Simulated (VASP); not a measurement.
# Tl (Fd-3m) in VASP: further runs

The runs below take Tl through single point, with revPBE.

Program: VASP 6.6.1. These are calculated values, not measurements. Logs are shortened: lines on timing, memory, paths and dates and some standing lists are left out, and cuts for length are marked.

### Step 1. The cell of the first run

It takes space group Fd-3m (No. 227, cubic). Conventional cell: a = 7.277 Å, b = 7.277 Å, c = 7.277 Å, α = 90.00°, β = 90.00°, γ = 90.00°. Within 4.1 Å of Tl (site symmetry -43m) lie 4 Tl at 3.15 Å.

### Step 2. Single point, revPBE

INCAR

```
PREC = Accurate
ENCUT = 520
EDIFF = 1E-6
ISMEAR = -1
SIGMA = 0.1
LREAL = False
LASPH = True
NELM = 100
ALGO = Normal
ISIF = 2
LWAVE = False
LCHARG = False
GGA = RE
NBANDS = 20
```

KPOINTS

```
Automatic mesh
0
Gamma
  8 8 8
```

POSCAR

```
Tl
1.0
    0.0000000000      3.6382731822      3.6382731822
    3.6382731822      0.0000000000      3.6382731822
    3.6382731822      3.6382731822      0.0000000000
Tl
2
Direct
    0.1250000000      0.1250000000      0.1250000000
    0.8750000000      0.8750000000      0.8750000000
```

Potentials or basis: VASP PAW PBE potentials, release 64 (Tl_d).

Started as:

```console
$ cat potpaw_PBE.64/Tl_d/POTCAR > POTCAR
$ mpirun -np 1 vasp_std > vasp.out
```

OUTCAR:

```text
PREC = Accurate
   ENCUT = 520
   EDIFF = 1E-6
   ISMEAR = -1
   LREAL = False
   LASPH = True
   NELM = 100
   ISIF = 2
   GGA = RE

 ion  position               nearest neighbor table
   1  0.125  0.125  0.125-   2 3.15   2 3.15   2 3.15   2 3.15
   2  0.875  0.875  0.875-   1 3.15   1 3.15   1 3.15   1 3.15

  LATTYP: Found a face centered cubic cell.
 ALAT       =     7.2765463644

  Lattice vectors:

 A1 = (   0.0000000000,   3.6382731822,   3.6382731822)
 A2 = (   3.6382731822,   0.0000000000,   3.6382731822)
 A3 = (   3.6382731822,   3.6382731822,   0.0000000000)

Analysis of symmetry for initial positions (statically):
=====================================================================
 Subroutine PRICEL returns:
 Original cell was already a primitive cell.

 Routine SETGRP: Setting up the symmetry group for a
 face centered cubic supercell.

 Subroutine GETGRP returns: Found 48 space group operations
 (whereof 12 operations were pure point group operations)
 out of a pool of 48 trial point group operations.

The static configuration has the point symmetry D_3d.
 The point group associated with its full space group is O_h .

Analysis of symmetry for dynamics (positions and initial velocities):
=====================================================================
 Subroutine PRICEL returns:
 Original cell was already a primitive cell.

 Routine SETGRP: Setting up the symmetry group for a
 face centered cubic supercell.

 Subroutine GETGRP returns: Found 48 space group operations
 (whereof 12 operations were pure point group operations)
 out of a pool of 48 trial point group operations.

The dynamic configuration has the point symmetry D_3d.
 The point group associated with its full space group is O_h .

 Subroutine INISYM returns: Found 48 space group operations
 (whereof 12 operations are pure point group operations),
 and found     1 'primitive' translations

----------------------------------------------------------------------------------------

                                     Primitive cell

  volume of cell :      96.3199

  direct lattice vectors                    reciprocal lattice vectors
     0.000000000  3.638273182  3.638273182    -0.137427833  0.137427833  0.137427833
[... 75 lines left out ...]
   NGXF,Y,Z  is equivalent  to a cutoff of  25.85, 25.85, 25.85 a.u.
 SYSTEM =  unknown system
   PREC   = accura    normal or accurate (medium, high low for compatibility)
   ISTART =      0    job   : 0-new  1-cont  2-samecut
   ICHARG =      2    charge: 1-file 2-atom 10-const
   ISPIN  =      1    spin polarized calculation?
   LNONCOLLINEAR =      F non collinear calculations
   LSORBIT =      F    spin-orbit coupling
   LASPH  =      T    aspherical Exc in radial PAW
   ENCUT  =  520.0 eV  38.22 Ry    6.18 a.u.   9.57  9.57  9.57*2*pi/ulx,y,z
   NELM   =    100;   NELMIN=  2; NELMDL= -5     # of ELM steps
   EDIFF  = 0.1E-05   stopping-criterion for ELM
   LREAL  =      F    real-space projection
   EDIFFG = 0.1E-04   stopping-criterion for IOM
   NSW    =      0    number of steps for IOM
   IBRION =     -1    ionic relax: 0-MD 1-quasi-New 2-CG
   NFREE  =      0    steps in history (QN), initial steepest desc. (CG)
   ISIF   =      2    stress and relaxation
   ISYM   =      2    0-nonsym 1-usesym 2-fastsym
   POTIM  = 0.5000    time-step for ionic-motion
   TEBEG  =    0.0;   TEEND  =   0.0 temperature during run
   PSTRESS=    0.0 pullay stress
   NELECT =      26.0000    total number of electrons
   NUPDOWN=      -1.0000    fix difference up-down
   EMIN   =  10.00;   EMAX   =-10.00  energy-range for DOS
   EFERMI =   0.00;   METHOD = LEGACY
   ISMEAR =    -1;   SIGMA  =   0.10  broadening in eV -4-tet -1-fermi 0-gaus
   EFERMI_NEDOS =   21; number of points for ismear=-14 and -15
   IALGO  =     38    algorithm
   IMIX   =      4    mixing-type and parameters
     AMIX     =   0.40;   BMIX     =  1.00
     AMIX_MAG =   1.60;   BMIX_MAG =  1.00
  volume/ion in A,a.u.               =      48.16       325.00
  Fermi-wavevector in a.u.,A,eV,Ry     =   1.058020  1.999368 15.230455  1.119407
  Thomas-Fermi vector in A             =   2.193314
   LORBIT       =      0    0 simple, 1 ext, 2 COOP (PROOUT), +10 PAW based schemes
   GGA     = RE    functional components
   LHFCALC =     F    Hartree Fock is set to
   AEXX    =    0.0000 exact exchange contribution
   IVDW    =     0    specifies the selected vdW correction
   LEPSILON=     F    determine dielectric tensor
   LRPA    =     F    only Hartree local field effects (RPA)
 non-spin polarized calculation
  energy-cutoff  :      520.00
  volume of cell :       96.32
 maximum number of plane-waves:      2637
 NGX is ok and might be reduce to    40
   NGX = 19   NGY = 19   NGZ = 19

 number of electron      25.9999997 magnetization

 Free energy of the ion-electron system (eV)
  ---------------------------------------------------
  ext. energy  EPLUGINS =         0.00000000
  ---------------------------------------------------
  free energy    TOTEN  =        -3.16452898 eV

  energy without entropy =       -3.09568964  energy(sigma->0) =       -3.13010931

 E-fermi :   2.4520     XC(G=0):  -7.4197

 val. band max:        2.4500271231   @ k =  -0.2500   0.1250   0.0000
 cond. band min:       2.4801147259   @ k =  -0.2500   0.3750   0.1250
 fundamental gap:      0.0300876027
 Fermi energy:         2.4519771734

 k-point     1 :       0.0000    0.0000    0.0000
  band No.  band energies     occupation
      1      -9.3734      2.00000
      2      -9.3734      2.00000
      3      -9.3734      2.00000
      4      -9.3118      2.00000
      5      -9.3118      2.00000
      6      -8.8862      2.00000
[... 541 lines left out ...]
     19       9.7077      0.00000
     20      10.7226      0.00000

 [... further k-points ...]
[... 5 lines left out ...]
  --------------------------------------------------------------------------------------
  -------------------------------------------------------------------------------------
  Total       -0.0148345     -0.0148345     -0.0148345      0.0000000      0.0000000      0.0000000
  in kB       -0.2467566     -0.2467566     -0.2467566      0.0000000      0.0000000      0.0000000
  external PRESSURE =      -0.2467566 kB  Pullay stress =       0.0000000 kB

 VOLUME and BASIS-vectors are now :
 -----------------------------------------------------------------------------
  energy-cutoff  :      520.00
  volume of cell :       96.32
      direct lattice vectors                 reciprocal lattice vectors
     0.000000000  3.638273182  3.638273182    -0.137427833  0.137427833  0.137427833
     3.638273182  0.000000000  3.638273182     0.137427833 -0.137427833  0.137427833
     3.638273182  3.638273182  0.000000000     0.137427833  0.137427833 -0.137427833

 POSITION                                       TOTAL-FORCE (eV/Angst)
 -----------------------------------------------------------------------------------
      0.90957      0.90957      0.90957         0.000000      0.000000     -0.000000
      6.36698      6.36698      6.36698        -0.000000     -0.000000      0.000000
 -----------------------------------------------------------------------------------
    total drift:                                0.000000      0.000000     -0.000000

  FREE ENERGIE OF THE ION-ELECTRON SYSTEM (eV)
  ---------------------------------------------------
  free  energy   TOTEN  =        -3.1645289812 eV

  energy  without entropy=       -3.0956896398  energy(sigma->0) =       -3.13010931
```

It took 37 s on 1 thread of Intel Xeon Platinum 8259CL at 2.50GHz (Skylake/Cascade Lake), shared host; peak memory 0.25 GiB.

Results:

| Item | Value |
| --- | --- |
| Free energy | -3.1645 eV |
| Pressure | 0.0 GPa |
| Band gap on the k mesh | zero (band 13 reaches 4.44 eV, above the bottom of band 14 at 1.73 eV) |

Levels at points of the mesh, in eV from the Fermi level:
```tsv
k point	band 10	band 11	band 12	band 13	band 14	band 15	band 16	band 17
(0.00, 0.00, 0.00)	-11.29	-8.34	-1.94	1.98	1.98	1.98	3.65	3.65
(0.50, 0.00, 0.00)	-11.25	-7.08	-4.75	0.52	0.91	0.91	4.61	4.61
(0.50, 0.50, 0.00)	-11.22	-5.93	-5.93	-0.25	-0.25	2.08	2.08	7.96
```

Caveat: the PAW data sets were made with another functional, which shifts forces and pressure a little; spin-orbit coupling is left out, which moves the levels of the heavy elements.

### Step 3. Single point, revPBE (volume scaled by 0.88)

INCAR

```
SYSTEM = Tl
PREC     = Accurate       ! precision mode
ENCUT    = 520            ! plane-wave cutoff, eV
EDIFF    = 1E-6           ! SCF threshold, eV
ISMEAR   = -1             ! smearing method
SIGMA    = 0.1            ! smearing width, eV
LREAL    = .False.        ! projectors in reciprocal space
LASPH    = .True.         ! aspherical terms in the spheres
NELM     = 100            ! most SCF steps
ALGO     = Normal         ! electronic algorithm
ISIF     = 2              ! what is computed and relaxed
LWAVE    = .False.        ! write WAVECAR
LCHARG   = .True.         ! write CHGCAR
GGA      = RE             ! functional
LELF     = .True.         ! ELF
LVHAR    = .True.       
NBANDS   = 20             ! bands
```

KPOINTS

```
Automatic mesh
0
Gamma
  12 12 12
  0 0 0
```

POSCAR

```
Tl
1.0
    0.0000000000      3.4864988742      3.4864988742
    3.4864988742      0.0000000000      3.4864988742
    3.4864988742      3.4864988742      0.0000000000
Tl
2
Direct
    0.1250000000      0.1250000000      0.1250000000
    0.8750000000      0.8750000000      0.8750000000
```

Potentials or basis: VASP PAW PBE potentials, release 64 (Tl_d).

Started as:

```console
$ cat potpaw_PBE.64/Tl_d/POTCAR > POTCAR
$ mpirun -np 1 vasp_std > vasp.out
```

Run time: 86 s. Hardware: 1 thread of Intel Xeon Platinum 8259CL at 2.50GHz (Skylake/Cascade Lake), shared host; peak memory 0.29 GiB.

The run converged. Its results:

- Free energy: -3.1040 eV
- Pressure: 1.9 GPa
- Band gap on the k mesh: zero (band 13 reaches 5.54 eV, above the bottom of band 14 at 2.34 eV)

Levels at points of the mesh, in eV from the Fermi level:
| k point | band 10 | band 11 | band 12 | band 13 | band 14 | band 15 | band 16 | band 17 |
| --- | --- | --- | --- | --- | --- | --- | --- | --- |
| (0.00, 0.00, 0.00) | -11.21 | -8.83 | -1.09 | 2.31 | 2.31 | 2.31 | 4.00 | 4.00 |
| (0.50, 0.00, 0.00) | -11.16 | -7.30 | -4.76 | 0.83 | 1.03 | 1.03 | 5.02 | 5.02 |
| (0.50, 0.50, 0.00) | -11.12 | -5.99 | -5.99 | -0.34 | -0.34 | 2.28 | 2.28 | 8.94 |

Caveat: the PAW data sets were made with another functional, which shifts forces and pressure a little; spin-orbit coupling is left out, which moves the levels of the heavy elements.
